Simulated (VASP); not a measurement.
A run of VASP 6.6.1 is set up as follows.

File INCAR:

```
SYSTEM = Si
  ALGO = Normal
  EDIFF = 1E-6
  ENCUT = 520
  GGA = PE
  ISIF = 2
  ISMEAR = 0
  LASPH = .True.
  LCHARG = .False.
  LREAL = .False.
  LWAVE = .False.
  NBANDS = 16
  NELM = 80
  PREC = Accurate
  SIGMA = 0.05
```

KPOINTS

```
k-points
0
Gamma
  12 12 6
  0 0 0
```

The input POSCAR:

```
Si
1.0
    3.8182503661      0.0000000000      0.0000000000
   -1.9091251831      3.3067018151      0.0000000000
    0.0000000000      0.0000000000      6.4746071459
Si
4
Direct
    0.3333333333      0.6666666667      0.0864996323
    0.6666666667      0.3333333333      0.5864996323
    0.3333333333      0.6666666667      0.4135003677
    0.6666666667      0.3333333333      0.9135003677
```

Potentials or basis: VASP PAW PBE potentials, release 64 (Si).

Command:

```bash
$ cat potpaw_PBE.64/Si/POTCAR > POTCAR
$ mpirun -np 1 vasp_std > vasp.out
```

(1) Predict the largest force.

(2) Predict the pressure.

(3) Estimate the band gap on the k mesh.

Answers

(1) 4.828 eV/Å.

(2) 2.1 GPa.

(3) zero (bands 8 and 9 overlap by 1.09 eV).

Caveat: the stress differs along the axes, from -4 to 15 GPa; forces of over 1 eV/Å act on the atoms, so gaps and moduli don't describe the material at rest.
